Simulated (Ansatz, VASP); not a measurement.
# Cd in VASP and in Ansatz

INCAR

```
PREC = Accurate
ENCUT = 520
EDIFF = 1E-6
ISMEAR = 0
SIGMA = 0.1
LREAL = F
LASPH = T
NELM = 60
ALGO = Fast
ISIF = 2
LWAVE = F
LCHARG = F
GGA = PS
NBANDS = 32
```

The input KPOINTS:

```
Automatic mesh
0
Gamma
  15 15 4
```

Contents of POSCAR:

```
Cd
1.0
    3.0754062212      0.0000000000      0.0000000000
   -1.5377031106      2.6633799145      0.0000000000
    0.0000000000      0.0000000000      9.4324111256
Cd
4
Direct
    0.0000000000      0.0000000000      0.0000000000
    0.3333333300      0.6666666700      0.2500000000
    0.0000000000      0.0000000000      0.5000000000
    0.6666666700      0.3333333300      0.7500000000
```

Input for Ansatz:

```yaml
crystal:
  lattice:
    - [3.0754062212, 0.0, 0.0]
    - [-1.5377031106, 2.6633799145, 0.0]
    - [0.0, 0.0, 9.4324111256]
  atoms:
    - { symbol: Cd, position: [0.0, 0.0, 0.0] }
    - { symbol: Cd, position: [0.33333333, 0.66666667, 0.25] }
    - { symbol: Cd, position: [0.0, 0.0, 0.5] }
    - { symbol: Cd, position: [0.66666667, 0.33333333, 0.75] }
basis:
  ecutwfc: 420
kpoints:
  mp_grid: { grid: [15, 15, 4] }
hamiltonian:
  xc: pbesol
scf:
  occupations: { method: gaussian, width: 0.1 }
output:
  forces: true
  stress: true
  eigenvalues: true
```

Alike in both runs: task single point; functional PBEsol; k mesh 15 × 15 × 4; occupations gaussian, width 0.1 eV; no spin polarisation.

|  | VASP | Ansatz |
| --- | --- | --- |
| version | VASP 6.6.1 | Ansatz 0.2.0 |
| potentials or method | VASP PAW PBE potentials, release 64 (Cd), cutoff 520 eV | scalar-relativistic, plane waves, PAW |
| valence electrons in the cell | 48 | 80 |

|  | VASP | Ansatz | Ansatz less VASP |
| --- | --- | --- | --- |
| gap on the k mesh at the Fermi level (eV) | none | none | - |
| pressure (GPa) | 6.3 | 5.7 | -0.54 |
| traceless stress, the component that is largest in VASP (GPa) | 1.08 | 1.01 | -0.064 |

VASP's potentials were made for PBE, not for PBEsol. A gap of «none» marks a metal or a gap that the smearing closes. VASP's potentials hold 48 valence electrons a cell and Ansatz's 80, so a difference there can come from the potentials and not from the codes.
